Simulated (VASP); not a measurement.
Here is a VASP 6.6.1 calculation.

The input INCAR:

```
ALGO     = Normal         # electronic algorithm
EDIFF    = 1E-7           # SCF threshold, eV
ENCUT    = 520            # plane-wave cutoff, eV
GGA      = PS             # functional
ISIF     = 2              # what is computed and relaxed
ISMEAR   = 0              # smearing method
LASPH    = T              # aspherical terms in the spheres
LCHARG   = F              # write CHGCAR
LREAL    = F              # projectors in reciprocal space
LWAVE    = F              # write WAVECAR
NBANDS   = 22             # bands
NELM     = 100            # most SCF steps
PREC     = Accurate       # precision mode
SIGMA    = 0.05           # smearing width, eV
```

The input KPOINTS:

```
k-points
0
Gamma
  4 4 2
```

The input POSCAR:

```
F
1.0
    3.0428107665     -1.7770629335     -0.2346878162
    3.0428107665      1.7770629335     -0.2346878162
   -2.2795040021      0.0000000000      7.1131468235
F
4
Direct
    0.0848459664      0.0848459664      0.0940038325
    0.9151540336      0.9151540336      0.9059961675
    0.5015719855      0.5015719855      0.5937195244
    0.4984280145      0.4984280145      0.4062804756
```

Potentials or basis: VASP PAW PBE potentials, release 64 (F).

Command:

```console
$ cat potpaw_PBE.64/F/POTCAR > POTCAR
$ mpirun -np 1 vasp_std > vasp.out
```

(1) Estimate the largest force.

(2) Estimate the band gap on the k mesh.

(3) What does it give for the pressure?

Results:

(1) 0.708 eV/Å.

(2) 3.07 eV, indirect (least direct gap 3.16 eV).

(3) 0.9 GPa.

Caveat: the k points lie up to 0.52 Å⁻¹ apart; the PAW data sets were made with another functional, which shifts forces and pressure a little.
